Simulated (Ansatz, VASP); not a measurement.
**GaP: VASP beside Ansatz**

INCAR

```
  PREC = Accurate
  ENCUT = 520
  EDIFF = 1E-7
  ISMEAR = 0
  SIGMA = 0.05
  LREAL = F
  LASPH = T
  NELM = 100
  ALGO = Normal
  ISIF = 2
  LWAVE = F
  LCHARG = F
  GGA = PE
  NBANDS = 16
```

The input KPOINTS:

```
Automatic mesh
0
Gamma
  8 8 8
```

POSCAR

```
GaP
1.0
    0.0000000000      2.6886518858      2.7848619641
    2.7848619641      0.0000000000      2.7848619641
    2.7848619641      2.6886518858      0.0000000000
Ga P
1 1
Direct
    0.0000000000      0.0000000000      0.0000000000
    0.7500000000      0.7500000000      0.7500000000
```

Input for Ansatz:

```yaml
crystal:
  lattice:
    - [0.0, 2.6886518858, 2.7848619641]
    - [2.7848619641, 0.0, 2.7848619641]
    - [2.7848619641, 2.6886518858, 0.0]
  atoms:
    - { symbol: Ga, position: [0.0, 0.0, 0.0] }
    - { symbol: P, position: [0.75, 0.75, 0.75] }
basis:
  ecutwfc: 420
kpoints:
  mp_grid: { grid: [8, 8, 8] }
hamiltonian:
  xc: pbe
  pseudopotentials: { kind: paw, azcp: { folder: soft_1 } }
scf:
  occupations: { method: gaussian, width: 0.05 }
output:
  forces: true
  stress: true
  eigenvalues: true
```

Change from the starting cell: mode 4 frozen in at +0.000 Å, strain +e along z and -e/2 along x and y -0.0233.

Alike in both runs: task single point; functional PBE; k mesh 8 × 8 × 8; occupations gaussian, width 0.05 eV; no spin polarisation.

|  | VASP | Ansatz |
| --- | --- | --- |
| version | VASP 6.6.1 | Ansatz 0.2.0 |
| potentials or method | VASP PAW PBE potentials, release 64 (Ga_d, P), cutoff 520 eV | scalar-relativistic, plane waves, PAW |
| valence electrons in the cell | 18 | 18 |

|  | VASP | Ansatz | Ansatz less VASP |
| --- | --- | --- | --- |
| gap on the k mesh at the Fermi level (eV) | 1.36 | 1.36 | +0.001 |
| least direct gap on the mesh (eV) | 1.45 | 1.45 | +0.004 |
| pressure (GPa) | 0.0 | 0.0 | +0.03 |
| traceless stress, the component that is largest in VASP (GPa) | 1.61 | 1.60 | -0.002 |
